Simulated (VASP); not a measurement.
# Sr (I4/mmm) in VASP: notebook

The runs below take Sr through single point, with PBE.

Program: VASP 6.6.1. These are calculated values, not measurements. Logs are shortened: lines on timing, memory, paths and dates and some standing lists are left out, and cuts for length are marked.

### 1 The cell of the first run

It takes space group I4/mmm (No. 139, tetragonal). Conventional cell: a = 3.833 Å, b = 3.833 Å, c = 7.665 Å, α = 90.00°, β = 90.00°, γ = 90.00°. Within 5.0 Å of Sr (site symmetry 4/mmm) lie 12 Sr at 3.83 to 4.69 Å.

### 2 Single point, PBE

Input file INCAR:

```
SYSTEM = Sr
PREC = Accurate
ENCUT = 520
EDIFF = 1E-6
ISMEAR = 0
SIGMA = 0.15
LREAL = .FALSE.
LASPH = .TRUE.
NELM = 80
ALGO = Fast
ISIF = 2
LWAVE = .FALSE.
LCHARG = .TRUE.
GGA = PE
LELF = .TRUE.
LVHAR = .TRUE.
NBANDS = 11
```

Input file KPOINTS:

```
Automatic mesh
0
G
  16 16 16
  0 0 0
```

Input file POSCAR:

```
Sr
1.0
    0.0000000000      2.7105621639      3.8327348998
    2.7105621639      0.0000000000      3.8327348998
    2.7105621639      2.7105621639      0.0000000000
Sr
1
Direct
    0.0000000000      0.0000000000      0.0000000000
```

Potentials or basis: VASP PAW PBE potentials, release 64 (Sr_sv).

Command:

```bash
$ cat potpaw_PBE.64/Sr_sv/POTCAR > POTCAR
$ mpirun -np 1 vasp_std > vasp.out
```

OUTCAR:

```text
SYSTEM = Sr
   PREC = Accurate
   ENCUT = 520
   EDIFF = 1E-6
   ISMEAR = 0
   LREAL = .FALSE.
   LASPH = .TRUE.
   NELM = 80
   ISIF = 2
   GGA = PE

 ion  position               nearest neighbor table
   1  0.000  0.000  0.000-

  LATTYP: Found a body centered tetragonal cell.
 ALAT       =     3.8333137738
 C/A-ratio  =     1.9996979772

  Lattice vectors:

 A1 = (  -2.7105621639,   0.0000000000,   3.8327348998)
 A2 = (   2.7105621639,   0.0000000000,   3.8327348998)
 A3 = (   0.0000000000,   2.7105621639,  -3.8327348998)

Analysis of symmetry for initial positions (statically):
=====================================================================
 Subroutine PRICEL returns:
 Original cell was already a primitive cell.

 Routine SETGRP: Setting up the symmetry group for a
 body centered tetragonal supercell.

 Subroutine GETGRP returns: Found 16 space group operations
 (whereof 16 operations were pure point group operations)
 out of a pool of 16 trial point group operations.

The static configuration has the point symmetry D_4h.

Analysis of symmetry for dynamics (positions and initial velocities):
=====================================================================
 Subroutine PRICEL returns:
 Original cell was already a primitive cell.

 Routine SETGRP: Setting up the symmetry group for a
 body centered tetragonal supercell.

 Subroutine GETGRP returns: Found 16 space group operations
 (whereof 16 operations were pure point group operations)
 out of a pool of 16 trial point group operations.

The dynamic configuration has the point symmetry D_4h.

 Subroutine INISYM returns: Found 16 space group operations
 (whereof 16 operations are pure point group operations),
 and found     1 'primitive' translations

----------------------------------------------------------------------------------------

                                     Primitive cell

  volume of cell :      56.3193

  direct lattice vectors                    reciprocal lattice vectors
     0.000000000  2.710562164  3.832734900    -0.184463580  0.184463580  0.130455148
     2.710562164  0.000000000  3.832734900     0.184463580 -0.184463580  0.130455148
     2.710562164  2.710562164  0.000000000     0.184463580  0.184463580 -0.130455148

  length of vectors
     4.694358748  4.694358748  3.833313774     0.291671339  0.291671339  0.291671339

  position of ions in fractional coordinates (direct lattice)
     0.000000000  0.000000000  0.000000000

  ion indices of the primitive-cell ions
   primitive index   ion index
                 1           1
[... 80 lines left out ...]
   POTIM  = 0.5000    time-step for ionic-motion
   TEBEG  =    0.0;   TEEND  =   0.0 temperature during run
   PSTRESS=    0.0 pullay stress
   NELECT =      10.0000    total number of electrons
   NUPDOWN=      -1.0000    fix difference up-down
   EMIN   =  10.00;   EMAX   =-10.00  energy-range for DOS
   EFERMI =   0.00;   METHOD = LEGACY
   ISMEAR =     0;   SIGMA  =   0.15  broadening in eV -4-tet -1-fermi 0-gaus
   EFERMI_NEDOS =   21; number of points for ismear=-14 and -15
   IALGO  =     68    algorithm
   IMIX   =      4    mixing-type and parameters
     AMIX     =   0.40;   BMIX     =  1.00
     AMIX_MAG =   1.60;   BMIX_MAG =  1.00
  volume/ion in A,a.u.               =      56.32       380.06
  Fermi-wavevector in a.u.,A,eV,Ry     =   0.920144  1.738819 11.519569  0.846664
  Thomas-Fermi vector in A             =   2.045416
   LORBIT       =      0    0 simple, 1 ext, 2 COOP (PROOUT), +10 PAW based schemes
   GGA     = PE    functional components
   LHFCALC =     F    Hartree Fock is set to
   AEXX    =    0.0000 exact exchange contribution
   IVDW    =     0    specifies the selected vdW correction
   LEPSILON=     F    determine dielectric tensor
   LRPA    =     F    only Hartree local field effects (RPA)
 non-spin polarized calculation
 RMM-DIIS sequential band-by-band and
 Gauss-broadening in eV      SIGMA  =   0.15
  energy-cutoff  :      520.00
  volume of cell :       56.32
 maximum number of plane-waves:      1542
   NGX = 17   NGY = 17   NGZ = 15

 number of electron      10.0000000 magnetization

 Free energy of the ion-electron system (eV)
  ---------------------------------------------------
  ext. energy  EPLUGINS =         0.00000000
  ---------------------------------------------------
  free energy    TOTEN  =        -1.49176085 eV

  energy without entropy =       -1.47908046  energy(sigma->0) =       -1.48542066

 E-fermi :   1.4009     XC(G=0):  -7.2682

 val. band max:        1.3873717684   @ k =  -0.2500   0.4375   0.3125
 cond. band min:       1.4037114879   @ k =  -0.1875   0.3750   0.2500
 fundamental gap:      0.0163397195
 Fermi energy:         1.4009499465

 k-point     1 :       0.0000    0.0000    0.0000
  band No.  band energies     occupation
      1     -35.2692      2.00000
      2     -17.1801      2.00000
      3     -17.1158      2.00000
      4     -17.1158      2.00000
      5      -2.0799      2.00000
      6       2.7519      0.00000
      7       3.2691      0.00000
      8       4.8060      0.00000
      9       4.8060      0.00000
     10       6.4588      0.00000
     11       8.1859      0.00000
[... 309 lines left out ...]
 k-point    24 :      -0.0625    0.0625    0.0000
  band No.  band energies     occupation
      1     -35.2662      2.00000
      2     -17.1790      2.00000
      3     -17.1599      2.00000
      4     -17.1127      2.00000
      5      -1.8711      2.00000
      6       2.8715      0.00000
      7       3.4347      0.00000
      8       4.2158      0.00000
      9       4.8903      0.00000
     10       6.1068      0.00000
     11       8.5525      0.00000

 [... further k-points ...]

------------------------ aborting loop because EDIFF is reached ----------------------------------------

  FORCE on cell =-STRESS in cart. coord.  units (eV):
  Direction    XX          YY          ZZ          XY          YZ          ZX
  --------------------------------------------------------------------------------------
  -------------------------------------------------------------------------------------
  Total        0.4700253      0.4700253     -1.1290215      0.0000000      0.0000000      0.0000000
  in kB       13.3713200     13.3713200    -32.1185009      0.0000000      0.0000000      0.0000000
  external PRESSURE =      -1.7919536 kB  Pullay stress =       0.0000000 kB

 VOLUME and BASIS-vectors are now :
 -----------------------------------------------------------------------------
  energy-cutoff  :      520.00
  volume of cell :       56.32
      direct lattice vectors                 reciprocal lattice vectors
     0.000000000  2.710562164  3.832734900    -0.184463580  0.184463580  0.130455148
     2.710562164  0.000000000  3.832734900     0.184463580 -0.184463580  0.130455148
     2.710562164  2.710562164  0.000000000     0.184463580  0.184463580 -0.130455148

 POSITION                                       TOTAL-FORCE (eV/Angst)
 -----------------------------------------------------------------------------------
      0.00000      0.00000      0.00000         0.000000      0.000000      0.000000
 -----------------------------------------------------------------------------------
    total drift:                               -0.000000     -0.000000      0.000000

  FREE ENERGIE OF THE ION-ELECTRON SYSTEM (eV)
  ---------------------------------------------------
  free  energy   TOTEN  =        -1.4917608509 eV

  energy  without entropy=       -1.4790804603  energy(sigma->0) =       -1.48542066
```

stdout:

```text
POSCAR found type information on POSCAR Sr
 POSCAR found :  1 types and       1 ions
 scaLAPACK will be used
 LDA part: xc-table for (Slater+PW92), standard interpolation
 POSCAR, INCAR and KPOINTS ok, starting setup
 FFT: planning ... GRIDC
 FFT: planning ... GRID_SOFT
 FFT: planning ... GRID
 WAVECAR not read
 entering main loop
WARNING in EDDRMM: call to ZHEGV failed, returncode =   6  3     11
WARNING in EDDRMM: call to ZHEGV failed, returncode =   8  4      8
WARNING in EDDRMM: call to ZHEGV failed, returncode =   6  3      6
WARNING in EDDRMM: call to ZHEGV failed, returncode =   8  4      7
WARNING in EDDRMM: call to ZHEGV failed, returncode =   6  3      5
```

Wall time 78 s (1 thread of Intel Xeon 6975P-C (Granite Rapids), shared host); peak memory 0.35 GiB.

What came out:

- Free energy: -1.4918 eV
- Pressure: -0.2 GPa
- Band gap on the k mesh: zero (band 5 reaches 1.56 eV, above the bottom of band 6 at 1.12 eV)

Stress tensor (GPa, compression positive):
```
 1.34  0.00  0.00
 0.00  1.34  0.00
 0.00  0.00 -3.21
```

### 3 Single point, PBE

This run uses another cell than the first one, of the same volume but with other edges.

Input file INCAR:

```
SYSTEM = Sr
  PREC = Accurate
  ENCUT = 520
  EDIFF = 1E-6
  ISMEAR = 0
  SIGMA = 0.15
  LREAL = .False.
  LASPH = .True.
  NELM = 80
  ALGO = Fast
  ISIF = 2
  LWAVE = .False.
  LCHARG = .False.
  GGA = PE
  NBANDS = 11
```

Input file KPOINTS:

```
Automatic mesh
0
Gamma
  16 16 16
  0 0 0
```

Input file POSCAR:

```
Sr
1.0
    0.0000000000      3.2117090815      2.7299527193
    3.2117090815      0.0000000000      2.7299527193
    3.2117090815      3.2117090815      0.0000000000
Sr
1
Direct
    0.0000000000      0.0000000000      0.0000000000
```

Potentials or basis: VASP PAW PBE potentials, release 64 (Sr_sv).

Command:

```bash
$ cat potpaw_PBE.64/Sr_sv/POTCAR > POTCAR
$ mpirun -np 1 vasp_std > vasp.out
```

Wall time 68 s (1 thread of Intel Xeon 6975P-C (Granite Rapids), shared host); peak memory 0.35 GiB.

Results (log left out):

```yaml
Free_energy: -1.6371 eV
Pressure: -0.3 GPa
Band_gap_on_the_k_mesh: zero (band 5 reaches 1.69 eV, above the bottom of band 6 at 1.49 eV)
```

Stress tensor (GPa, compression positive):
```
-0.39  0.00  0.00
 0.00 -0.39  0.00
 0.00  0.00 -0.20
```

Levels at points of the mesh, in eV from the Fermi level:
| k point | band 1 | band 2 | band 3 | band 4 | band 5 | band 6 | band 7 | band 8 | band 9 | band 10 |
| --- | --- | --- | --- | --- | --- | --- | --- | --- | --- | --- |
| (0.00, 0.00, 0.00) | -36.68 | -18.57 | -18.57 | -18.56 | -3.61 | 2.17 | 2.17 | 2.90 | 3.07 | 4.07 |
| (0.50, 0.00, 0.00) | -36.66 | -18.75 | -18.61 | -18.57 | -1.08 | 0.07 | 1.66 | 2.75 | 4.36 | 5.05 |
| (0.50, 0.50, 0.00) | -36.65 | -18.72 | -18.67 | -18.67 | -0.35 | 0.12 | 2.04 | 4.38 | 4.38 | 4.75 |
| (0.50, 0.00, 0.50) | -36.66 | -18.74 | -18.63 | -18.59 | -0.78 | 0.58 | 0.61 | 4.27 | 4.58 | 5.33 |

### 4 Single point, PBE

This run uses another cell than the first one, of the same volume but with other edges.

Input file INCAR:

```
SYSTEM = Sr
PREC = Accurate ; ENCUT = 520
EDIFF = 1E-7 ; ISMEAR = 0
SIGMA = 0.15 ; LREAL = .False.
LASPH = .True. ; NELM = 80
ALGO = Fast ; ISIF = 2
LWAVE = .False. ; LCHARG = .True.
GGA = PE ; LELF = .True.
LVHAR = .True. ; NBANDS = 11
```

Input file KPOINTS:

```
regular mesh
0
Gamma
  16 16 16
  0 0 0
```

Input file POSCAR:

```
Sr
1.0
    0.0000000000      2.8629609625      3.4355531550
    2.8629609625      0.0000000000      3.4355531550
    2.8629609625      2.8629609625      0.0000000000
Sr
1
Direct
    0.0000000000      0.0000000000      0.0000000000
```

Command:

```bash
$ cat potpaw_PBE.64/Sr_sv/POTCAR > POTCAR
$ mpirun -np 1 vasp_std > vasp.out
```

It took 1.7 min on 1 thread of Intel Xeon 6975P-C (Granite Rapids), shared host; peak memory 0.36 GiB.

Results (log left out):

* Free energy: -1.6104 eV
* Pressure: -0.3 GPa
* Band gap on the k mesh: zero (band 5 reaches 1.64 eV, above the bottom of band 6 at 1.48 eV)

Stress tensor (GPa, compression positive):
```
 0.29  0.00  0.00
 0.00  0.29  0.00
 0.00  0.00 -1.58
```

Levels at points of the mesh, in eV from the Fermi level:
```csv
k point,band 1,band 2,band 3,band 4,band 5,band 6,band 7,band 8,band 9,band 10
"(0.00, 0.00, 0.00)",-36.69,-18.59,-18.56,-18.56,-3.60,1.74,2.76,2.76,2.77,4.44
"(0.50, 0.00, 0.00)",-36.67,-18.77,-18.62,-18.57,-1.06,0.09,1.62,2.75,4.52,4.69
"(0.50, 0.50, 0.00)",-36.68,-18.72,-18.60,-18.60,-1.01,0.14,0.60,4.92,4.96,4.96
"(0.50, 0.00, 0.50)",-36.66,-18.76,-18.70,-18.62,-0.47,0.37,1.57,4.15,4.32,4.67
```

### 5 Single point, PBE

This run uses another cell than the first one, of the same volume but with other edges.

Input file INCAR:

```
SYSTEM = Sr
  ALGO = Fast
  EDIFF = 1E-6
  ENCUT = 520
  GGA = PE
  ISIF = 2
  ISMEAR = 0
  LASPH = .True.
  LCHARG = .False.
  LREAL = .False.
  LWAVE = .False.
  NBANDS = 11
  NELM = 60
  PREC = Accurate
  SIGMA = 0.15
```

Input file KPOINTS:

```
k-points
0
Gamma
  16 16 16
  0 0 0
```

Input file POSCAR:

```
Sr
1.0
    0.0000000000      3.3050470070      2.5779366655
    3.3050470070      0.0000000000      2.5779366655
    3.3050470070      3.3050470070      0.0000000000
Sr
1
Direct
    0.0000000000      0.0000000000      0.0000000000
```

Command:

```bash
$ cat potpaw_PBE.64/Sr_sv/POTCAR > POTCAR
$ mpirun -np 1 vasp_std > vasp.out
```

Wall time 70 s (1 thread of Intel Xeon 6975P-C (Granite Rapids), shared host); peak memory 0.35 GiB.

It converged, with:

- Free energy: -1.6348 eV
- Pressure: -0.4 GPa
- Band gap on the k mesh: zero (band 5 reaches 1.75 eV, above the bottom of band 6 at 1.48 eV)

Levels at points of the mesh, in eV from the Fermi level:
```csv
k point,band 1,band 2,band 3,band 4,band 5,band 6,band 7,band 8,band 9,band 10
"(0.00, 0.00, 0.00)",-36.68,-18.57,-18.57,-18.56,-3.61,2.20,2.20,2.71,3.23,3.95
"(0.50, 0.00, 0.00)",-36.66,-18.75,-18.62,-18.56,-1.05,0.11,1.43,3.10,4.16,5.19
"(0.50, 0.50, 0.00)",-36.65,-18.71,-18.68,-18.68,-0.23,0.00,2.68,3.96,3.96,4.80
"(0.50, 0.00, 0.50)",-36.66,-18.75,-18.63,-18.58,-0.88,0.38,0.85,3.88,4.35,5.34
```

### 6 Summary

```tsv
cell	further INCAR settings	gap on the mesh (eV)	pressure (GPa)
a = 4.694, b = 4.694, c = 3.833 Å, angles 65.9, 65.9, 48.2°, 1 atom	ALGO = Fast; EDIFF = 1e-06; NBANDS = 11	none	-0.2
a = 4.215, b = 4.215, c = 4.542 Å, angles 57.4, 57.4, 65.2°, 1 atom	ALGO = Fast; EDIFF = 1e-06; NBANDS = 11	none	-0.3
a = 4.472, b = 4.472, c = 4.049 Å, angles 63.1, 63.1, 53.8°, 1 atom	ALGO = Fast; EDIFF = 1e-07; NBANDS = 11	none	-0.3
a = 4.192, b = 4.192, c = 4.674 Å, angles 56.1, 56.1, 67.8°, 1 atom	ALGO = Fast; EDIFF = 1e-06; NBANDS = 11	none	-0.4
```

Alike in all rows: task single point; level PBE; potentials or basis VASP PAW PBE potentials, release 64 (Sr_sv); no spin polarisation; k mesh 16 × 16 × 16; cutoff (eV) 520; smearing gaussian 0.15 eV.

Total energies depend on the potentials used, so only differences within one code and one set of settings carry meaning.
